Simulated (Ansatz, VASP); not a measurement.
**SnO2: VASP beside Ansatz**

Contents of INCAR:

```
SYSTEM = SnO2
  PREC = Accurate
  ENCUT = 520
  EDIFF = 1E-7
  ISMEAR = 0
  SIGMA = 0.05
  LREAL = .FALSE.
  LASPH = .TRUE.
  NELM = 80
  ALGO = Normal
  ISIF = 2
  LWAVE = .FALSE.
  LCHARG = .FALSE.
  GGA = CA
  NBANDS = 35
```

KPOINTS

```
Automatic mesh
0
G
  6 6 8
  0 0 0
```

The input POSCAR:

```
SnO2
1.0
    4.5508719057      0.0000000000      0.0000000000
    0.0000000000      4.5514309592      0.0000000000
    0.0000000000      0.0000000000      3.0745939119
Sn O
2 4
Direct
    0.5000000000      0.5000000000      0.5000000000
    0.0000000000      0.0000000000      0.0000000000
    0.3059833077      0.2932176170      0.0000000000
    0.8059833077      0.2067823830      0.5000000000
    0.1940166923      0.7932176170      0.5000000000
    0.6940166923      0.7067823830      0.0000000000
```

Input for Ansatz:

```yaml
crystal:
  lattice:
    - [4.5508719057, 0.0, 0.0]
    - [0.0, 4.5514309592, 0.0]
    - [0.0, 0.0, 3.0745939119]
  atoms:
    - { symbol: Sn, position: [0.5, 0.5, 0.5] }
    - { symbol: Sn, position: [0.0, 0.0, 0.0] }
    - { symbol: O, position: [0.3059833077, 0.293217617, 0.0] }
    - { symbol: O, position: [0.8059833077, 0.206782383, 0.5] }
    - { symbol: O, position: [0.1940166923, 0.793217617, 0.5] }
    - { symbol: O, position: [0.6940166923, 0.706782383, 0.0] }
basis:
  ecutwfc: 520.0
kpoints:
  mp_grid: { grid: [6, 6, 8] }
hamiltonian:
  xc: lda
scf:
  occupations: { method: gaussian, width: 0.05 }
output:
  forces: true
  stress: true
  eigenvalues: true
```

Alike in both runs: task single point; functional LDA; k mesh 6 × 6 × 8; occupations gaussian, width 0.05 eV; no spin polarisation.

```csv
,VASP,Ansatz
version,VASP 6.6.1,Ansatz 0.2.0
potentials or method,"VASP PAW LDA potentials, release 64 (Sn_d, O), cutoff 520 eV","scalar-relativistic, plane waves, PAW"
valence electrons in the cell,52,52
```

|  | VASP | Ansatz | Ansatz less VASP |
| --- | --- | --- | --- |
| gap on the k mesh at the Fermi level (eV) | 2.48 | 2.44 | -0.039 |
| least direct gap on the mesh (eV) | 2.48 | 2.44 | -0.039 |
| rms of the force components (eV/Å) | 0.449 | 0.454 | +0.0049 |

LDA's correlation is that of Perdew and Zunger in VASP and of Perdew and Wang (1992) in Ansatz. Atom by atom the forces differ by 0.005 eV/Å (rms over components).
